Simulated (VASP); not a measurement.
# RbBr (Cmmm) in VASP: settings compared, part 2 of 2

VASP 6.6.1.

## Step 4: Single point, r2SCAN (shear xy strain -5.8%)

POSCAR reads:

```
RbBr
1.0
    4.1242532581     -0.1187784938      0.0000000000
   -0.1187784938      4.1242532581      0.0000000000
    0.0000000000      0.0000000000      4.1242532581
Rb Br
1 1
Direct
    0.0000000000      0.0000000000      0.0000000000
    0.5000000000      0.5000000000      0.5000000000
```

INCAR.step1 reads:

```
PREC = Accurate
ENCUT = 520
ISMEAR = 0
SIGMA = 0.01
LREAL = False
LASPH = True
NELM = 100
NBANDS = 15
GGA = PE
ALGO = Normal
EDIFF = 1E-4
LWAVE = True
LCHARG = False
```

INCAR.step2 reads:

```
PREC = Accurate
ENCUT = 520
EDIFF = 1E-6
ISMEAR = 0
SIGMA = 0.01
LREAL = False
LASPH = True
NELM = 100
ALGO = Normal
ISIF = 2
LWAVE = False
LCHARG = True
METAGGA = R2SCAN
LMIXTAU = True
LELF = True
LVHAR = True
NBANDS = 15
ISTART = 1
```

KPOINTS reads:

```
Automatic mesh
0
Gamma
  6 6 6
```

Potentials or basis: VASP PAW PBE potentials, release 64 (Rb_sv, Br).

Command:

```console
cat potpaw_PBE.64/Rb_sv/POTCAR potpaw_PBE.64/Br/POTCAR > POTCAR
cp INCAR.step1 INCAR
mpirun -np 1 vasp_std > vasp.out
cp INCAR.step2 INCAR
mpirun -np 1 vasp_std > vasp.out
```

OUTCAR:

```text
PREC = Accurate
   ENCUT = 520
   EDIFF = 1E-6
   ISMEAR = 0
   LREAL = False
   LASPH = True
   NELM = 100
   ISIF = 2
   METAGGA = R2SCAN
   ISTART = 1

 ion  position               nearest neighbor table
   1  0.000  0.000  0.000-   2 3.50   2 3.50   2 3.50   2 3.50   2 3.64   2 3.64   2 3.64   2 3.64

   2  0.500  0.500  0.500-   1 3.50   1 3.50   1 3.50   1 3.50   1 3.64   1 3.64   1 3.64   1 3.64

  LATTYP: Found a base centered orthorhombic cell.
 ALAT       =     5.6645967354
 B/A-ratio  =     1.0593080725
 C/A-ratio  =     0.7280753513

  Lattice vectors:

 A1 = (   4.1242532581,  -0.1187784938,   0.0000000000)
 A2 = (  -0.1187784938,   4.1242532581,   0.0000000000)
 A3 = (   0.0000000000,   0.0000000000,   4.1242532581)

Analysis of symmetry for initial positions (statically):
=====================================================================
 Subroutine PRICEL returns:
 Original cell was already a primitive cell.

 Routine SETGRP: Setting up the symmetry group for a
 base centered orthorhombic supercell.

 Subroutine GETGRP returns: Found  8 space group operations
 (whereof  8 operations were pure point group operations)
 out of a pool of  8 trial point group operations.

The static configuration has the point symmetry D_2h.

Analysis of symmetry for dynamics (positions and initial velocities):
=====================================================================
 Subroutine PRICEL returns:
 Original cell was already a primitive cell.

 Routine SETGRP: Setting up the symmetry group for a
 base centered orthorhombic supercell.

 Subroutine GETGRP returns: Found  8 space group operations
 (whereof  8 operations were pure point group operations)
 out of a pool of  8 trial point group operations.

The dynamic configuration has the point symmetry D_2h.

 Subroutine INISYM returns: Found  8 space group operations
 (whereof  8 operations are pure point group operations),
 and found     1 'primitive' translations

----------------------------------------------------------------------------------------

                                     Primitive cell

  volume of cell :      70.0932

  direct lattice vectors                    reciprocal lattice vectors
     4.124253258 -0.118778494  0.000000000     0.242669416  0.006988879  0.000000000
    -0.118778494  4.124253258  0.000000000     0.006988879  0.242669416  0.000000000
     0.000000000  0.000000000  4.124253258     0.000000000  0.000000000  0.242468136

  length of vectors
     4.125963314  4.125963314  4.124253258     0.242770035  0.242770035  0.242468136

  position of ions in fractional coordinates (direct lattice)
[... 8 lines left out ...]
----------------------------------------------------------------------------------------

 KPOINTS: Automatic mesh

Automatic generation of k-mesh.
 Grid dimensions read from file:
 generate k-points for:    6    6    6

 Generating k-lattice:

  Cartesian coordinates                     Fractional coordinates (reciprocal lattice)
     0.040444903  0.001164813  0.000000000     0.166666667  0.000000000  0.000000000
     0.001164813  0.040444903  0.000000000     0.000000000  0.166666667  0.000000000
     0.000000000  0.000000000  0.040411356     0.000000000  0.000000000  0.166666667

  Length of vectors
     0.040461672  0.040461672  0.040411356

  Shift w.r.t. Gamma in fractional coordinates (k-lattice)
     0.000000000  0.000000000  0.000000000

 Subroutine IBZKPT returns following result:
 ===========================================

 Found     52 irreducible k-points:

 Following reciprocal coordinates:
            Coordinates               Weight
  0.000000  0.000000  0.000000      1.000000
  0.166667  0.000000  0.000000      4.000000
  0.333333  0.000000  0.000000      4.000000
  0.500000  0.000000  0.000000      2.000000
  0.166667  0.166667  0.000000      2.000000
  0.333333  0.166667  0.000000      4.000000
[... 16 lines left out ...]
  0.333333  0.333333  0.166667      4.000000
  0.500000  0.333333  0.166667      8.000000
 [... further k-points ...]
   k-points           NKPTS =     52   k-points in BZ     NKDIM =     52   number of bands    NBANDS=     15
   number of dos      NEDOS =    301   number of ions     NIONS =      2
   total plane-waves  NPLWV =  32768
   dimension x,y,z NGX =    32 NGY =   32 NGZ =   32
   dimension x,y,z NGXF=    64 NGYF=   64 NGZF=   64
   ions per type =               1   1
   NGX,Y,Z   is equivalent  to a cutoff of  12.89, 12.89, 12.90 a.u.
   NGXF,Y,Z  is equivalent  to a cutoff of  25.79, 25.79, 25.80 a.u.
 SYSTEM =  unknown system
   PREC   = accura    normal or accurate (medium, high low for compatibility)
   ISTART =      1    job   : 0-new  1-cont  2-samecut
   ICHARG =      0    charge: 1-file 2-atom 10-const
   ISPIN  =      1    spin polarized calculation?
   LNONCOLLINEAR =      F non collinear calculations
   LSORBIT =      F    spin-orbit coupling
   LASPH  =      T    aspherical Exc in radial PAW
   ENCUT  =  520.0 eV  38.22 Ry    6.18 a.u.   7.67  7.67  7.67*2*pi/ulx,y,z
   NELM   =    100;   NELMIN=  2; NELMDL=  0     # of ELM steps
   EDIFF  = 0.1E-05   stopping-criterion for ELM
   LREAL  =      F    real-space projection
[... 7 lines left out ...]
   TEBEG  =    0.0;   TEEND  =   0.0 temperature during run
   PSTRESS=    0.0 pullay stress
   NELECT =      16.0000    total number of electrons
   NUPDOWN=      -1.0000    fix difference up-down
   EMIN   =  10.00;   EMAX   =-10.00  energy-range for DOS
   EFERMI =   0.00;   METHOD = LEGACY
   ISMEAR =     0;   SIGMA  =   0.01  broadening in eV -4-tet -1-fermi 0-gaus
   EFERMI_NEDOS =   21; number of points for ismear=-14 and -15
   IALGO  =     38    algorithm
   IMIX   =      4    mixing-type and parameters
     AMIX     =   0.40;   BMIX     =  1.00
     AMIX_MAG =   1.60;   BMIX_MAG =  1.00
  volume/ion in A,a.u.               =      35.05       236.51
  Fermi-wavevector in a.u.,A,eV,Ry     =   1.000514  1.890696 13.619803  1.001027
  Thomas-Fermi vector in A             =   2.132875
   LORBIT       =      0    0 simple, 1 ext, 2 COOP (PROOUT), +10 PAW based schemes
   METAGGA = R2SCAN    functional components
   LHFCALC =     F    Hartree Fock is set to
   AEXX    =    0.0000 exact exchange contribution
   IVDW    =     0    specifies the selected vdW correction
   LEPSILON=     F    determine dielectric tensor
   LRPA    =     F    only Hartree local field effects (RPA)
 non-spin polarized calculation
 Gauss-broadening in eV      SIGMA  =   0.01
  energy-cutoff  :      520.00
  volume of cell :       70.09
 maximum number of plane-waves:      1912
   NGX = 15   NGY = 15   NGZ = 15

 number of electron      16.0000003 magnetization

 Free energy of the ion-electron system (eV)
  ---------------------------------------------------
  ext. energy  EPLUGINS =         0.00000000
  ---------------------------------------------------
  free energy    TOTEN  =       -31.10460636 eV

  energy without entropy =      -31.10460636  energy(sigma->0) =      -31.10460636

 E-fermi :  -0.8978     XC(G=0):  -8.3340

 val. band max:       -1.0451291938   @ k =   0.5000   0.0000   0.5000
 cond. band min:       3.7957117510   @ k =   0.0000   0.0000   0.0000
 fundamental gap:      4.8408409448
 Fermi energy:        -0.8977651692

 k-point     1 :       0.0000    0.0000    0.0000
  band No.  band energies     occupation
      1     -26.9189      2.00000
      2     -14.1037      2.00000
      3     -10.3625      2.00000
      4     -10.3567      2.00000
      5     -10.3543      2.00000
      6      -1.2124      2.00000
      7      -1.1983      2.00000
      8      -1.1796      2.00000
      9       3.7957      0.00000
     10       5.0701      0.00000
     11       5.0919      0.00000
     12       9.5037      0.00000
     13       9.6068      0.00000
     14       9.8773      0.00000
     15      12.3731      0.00000
[... 397 lines left out ...]
 k-point    24 :       0.5000    0.3333    0.1667
  band No.  band energies     occupation
      1     -26.8790      2.00000
      2     -13.9246      2.00000
      3     -10.6185      2.00000
      4     -10.5551      2.00000
      5     -10.3648      2.00000
      6      -2.2817      2.00000
      7      -1.9838      2.00000
      8      -1.4444      2.00000
      9       5.7722      0.00000
     10       6.7563      0.00000
     11       7.4800      0.00000
     12       8.0438      0.00000
     13       9.1676      0.00000
     14       9.6492      0.00000
     15      11.5086      0.00000

 [... further k-points ...]

------------------------ aborting loop because EDIFF is reached ----------------------------------------

  FORCE on cell =-STRESS in cart. coord.  units (eV):
  Direction    XX          YY          ZZ          XY          YZ          ZX
  --------------------------------------------------------------------------------------
  -------------------------------------------------------------------------------------
  Total        0.0696810      0.0696810      0.0782452      0.1984692      0.0000000      0.0000000
  in kB        1.5927567      1.5927567      1.7885152      4.5365743      0.0000000      0.0000000
  external PRESSURE =       1.6580095 kB  Pullay stress =       0.0000000 kB

 VOLUME and BASIS-vectors are now :
 -----------------------------------------------------------------------------
  energy-cutoff  :      520.00
  volume of cell :       70.09
      direct lattice vectors                 reciprocal lattice vectors
     4.124253258 -0.118778494  0.000000000     0.242669416  0.006988879  0.000000000
    -0.118778494  4.124253258  0.000000000     0.006988879  0.242669416  0.000000000
     0.000000000  0.000000000  4.124253258     0.000000000  0.000000000  0.242468136

 POSITION                                       TOTAL-FORCE (eV/Angst)
 -----------------------------------------------------------------------------------
      0.00000      0.00000      0.00000        -0.000000      0.000000      0.000000
      2.00274      2.00274      2.06213         0.000000      0.000000      0.000000
 -----------------------------------------------------------------------------------
    total drift:                                0.000000      0.000000     -0.000000

  FREE ENERGIE OF THE ION-ELECTRON SYSTEM (eV)
  ---------------------------------------------------
  free  energy   TOTEN  =       -31.1046063598 eV

  energy  without entropy=      -31.1046063598  energy(sigma->0) =      -31.10460636
```

Wall time 50 s (1 thread of Intel Xeon 6975P-C (Granite Rapids), shared host); peak memory 0.21 GiB.

Results:

* Free energy: -31.1046 eV
* Pressure: 0.2 GPa
* Band gap on the k mesh: 4.84 eV, indirect (least direct gap 4.98 eV)

Levels at points of the mesh, in eV from the valence-band top:
| k point | band 4 | band 5 | band 6 | band 7 | band 8 | band 9 | band 10 | band 11 | band 12 | band 13 |
| --- | --- | --- | --- | --- | --- | --- | --- | --- | --- | --- |
| (0.00, 0.00, 0.00) | -9.31 | -9.31 | -0.17 | -0.15 | -0.13 | 4.84 | 6.12 | 6.14 | 10.55 | 10.65 |
| (0.50, 0.00, 0.00) | -9.26 | -9.26 | -1.70 | -0.23 | -0.23 | 7.48 | 7.81 | 8.36 | 9.36 | 10.66 |
| (0.50, 0.50, 0.00) | -9.60 | -9.23 | -1.12 | -1.00 | 0.00 | 5.94 | 6.93 | 8.63 | 8.72 | 11.40 |
| (0.00, 0.00, 0.50) | -9.27 | -9.26 | -1.71 | -0.31 | -0.14 | 7.48 | 7.82 | 8.34 | 9.38 | 10.36 |
| (0.50, 0.00, 0.50) | -9.62 | -9.23 | -1.06 | -1.06 | 0.00 | 5.93 | 6.91 | 8.70 | 8.71 | 11.61 |
| (0.50, 0.50, 0.50) | -9.53 | -9.51 | -1.35 | -1.35 | -1.33 | 8.61 | 8.90 | 9.19 | 9.90 | 10.17 |

Caveat: the cell differs from its parent crystal (shear xy strain -5.8%); the PAW data sets were made with another functional, which shifts forces and pressure a little. A k mesh can miss the band edges.

## Step 5: Summary

```csv
level,k mesh,smearing,gap on the mesh (eV),pressure (GPa)
PBE,4 × 4 × 4,gaussian 0.01 eV,4.09,1.0
PBE,6 × 6 × 6,fermi-dirac 0.02 eV,4.09,0.9
r2SCAN,6 × 6 × 6,gaussian 0.01 eV,4.84,0.2
```

Alike in all rows: task single point; potentials or basis VASP PAW PBE potentials, release 64 (Rb_sv, Br); no spin polarisation; cell as given; cutoff (eV) 520.

Caveats: the PAW data sets were made with another functional, which shifts forces and pressure a little (some runs).

Absolute energies hang on the potentials; compare differences alone.
